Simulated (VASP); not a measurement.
A run of VASP 6.6.1 is set up as follows.

The input INCAR:

```
SYSTEM = KI
ALGO = Normal
EDIFF = 1E-7
ENCUT = 520
GGA = PE
ISIF = 2
ISMEAR = -1
LASPH = .True.
LCHARG = .False.
LREAL = .False.
LWAVE = .False.
NBANDS = 15
NELM = 100
PREC = Accurate
SIGMA = 0.02
```

Contents of KPOINTS:

```
k-points
0
Gamma
  6 6 6
  0 0 0
```

Contents of POSCAR:

```
KI
1.0
    4.3306322559     -0.0727373920     -0.0727373920
   -0.0727373920      4.3306322559     -0.0727373920
   -0.0727373920     -0.0727373920      4.3306322559
K I
1 1
Direct
    0.0000000000      0.0000000000      0.0000000000
    0.5000000000      0.5000000000      0.5000000000
```

Potentials or basis: VASP PAW PBE potentials, release 64 (K_sv, I).

Launch:

```console
$ cat potpaw_PBE.64/K_sv/POTCAR potpaw_PBE.64/I/POTCAR > POTCAR
$ mpirun -np 1 vasp_std > vasp.out
```

Question: What does it give for the band gap on the k mesh?

Answer: 3.27 eV (least direct gap 3.59 eV).

Question: What does it give for the pressure?

Answer: 0.2 GPa.

Stress tensor (GPa, compression positive):
```
0.19 0.14 0.14
0.14 0.19 0.14
0.14 0.14 0.19
```

Caveat: the cell differs from its parent crystal (epitaxial 111 strain +2.6%); spin-orbit coupling is left out, which moves the levels of the heavy elements. A k mesh can miss the band edges.
